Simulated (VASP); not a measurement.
## Se: relaxation of cell and atoms with PBE

The system is Se.

```
Se
1.0
     6.52770    0.00000    0.00000
     0.00000    6.52770    0.00000
     0.00000    0.00000    2.39360
Se
6
Direct
  0.17680 0.32320 0.00000
  0.32320 0.82320 0.00000
  0.82320 0.67680 0.00000
  0.67680 0.17680 0.00000
  0.00000 0.00000 0.00000
  0.50000 0.50000 0.00000
```

The cell was generated, and may not be a known phase.

| Quantity | Value |
| --- | --- |
| Program | VASP 6.6.1 |
| Task | relaxation of cell and atoms |
| Functional | PBE |
| Potentials or basis | VASP PAW PBE potentials, release 64 (Se) |
| Cutoff | 600 eV |
| k mesh | 4 × 4 × 8 |
| Occupations | gaussian, width 0.1 eV |
| Spin | no spin polarisation |
| Dipole correction | no |
| Further INCAR settings | ALGO = Normal; EDIFF = 1e-07; IBRION = 2; EDIFFG = -0.04; NSW = 90; ISIF = 3 |

```yaml
Relaxed_volume: 25.21 Å³/atom
Relaxed_cell: a = 7.490 Å, b = 7.490 Å, c = 2.696 Å, α = 90.00°, β = 90.00°, γ = 90.00°
Space_group_after_relaxing_to_0.1_Å: P4/mbm (No. 127)
Energy_gained_by_relaxing: 980.8 meV/atom
Ionic_steps: 10
Pressure_after_relaxing: 0.0 GPa
```

Stress tensor (GPa, compression positive):
```
 0.06  0.00  0.00
 0.00  0.06  0.00
 0.00  0.00 -0.12
```

Step by step:
```
step  energy change (eV)  largest force (eV/Å)  pressure (GPa)  volume (Å³)
   1              0.0000                1.1636           53.87       101.99
   2             -3.2206                0.2550           -9.17       211.69
   3             -5.7915                0.0913           -0.40       150.83
   4             -5.7940                0.1031            0.04       149.72
   5             -5.7935                0.1148            0.49       148.65
   6             -5.8721                0.0151            0.77       150.10
   7             -5.8820                0.0143            0.61       149.78
   8             -5.8820                0.0163            0.61       149.76
   9             -5.8848                0.0009           -0.11       151.54
  10             -5.8849                0.0017            0.00       151.26
```

Final structure:
```
CELL_PARAMETERS angstrom
7.49011 0.00000 0.00000
0.00000 7.49011 0.00000
0.00000 0.00000 2.69621
ATOMIC_POSITIONS crystal
Se 0.17278 0.32722 0.00000
Se 0.32722 0.82722 0.00000
Se 0.82722 0.67278 0.00000
Se 0.67278 0.17278 0.00000
Se 0.00000 0.00000 0.00000
Se 0.50000 0.50000 0.00000
```

Levels at points of the mesh, in eV from the Fermi level:
| k point | band 15 | band 16 | band 17 | band 18 | band 19 | band 20 | band 21 | band 22 |
| --- | --- | --- | --- | --- | --- | --- | --- | --- |
| (0.00, 0.00, 0.00) | -0.87 | -0.87 | 1.86 | 1.86 | 2.89 | 3.46 | 4.50 | 4.57 |
| (0.50, 0.00, 0.00) | 0.17 | 0.17 | 0.78 | 0.78 | 3.13 | 3.13 | 4.53 | 4.53 |
| (0.50, 0.50, 0.00) | -1.50 | -1.50 | 2.15 | 2.15 | 3.15 | 3.15 | 4.98 | 4.98 |
| (0.00, 0.00, 0.50) | -1.42 | -1.16 | -1.16 | -0.49 | 0.21 | 0.25 | 1.25 | 1.25 |
| (0.50, 0.00, 0.50) | -2.90 | -2.90 | -0.62 | -0.62 | 0.57 | 0.57 | 2.27 | 2.27 |
| (0.50, 0.50, 0.50) | -1.84 | -1.84 | -0.37 | -0.37 | 0.38 | 0.38 | 0.78 | 0.78 |

Run time: 6.4 min on 1 thread of AMD EPYC 9R45 96-Core Processor (Zen 5), on a shared host, peak memory 0.23 GiB.

Caveat: the volume moved by over 15 % at a fixed basis, so the end points are rough; the highest band is partly filled, so the run has too few bands.
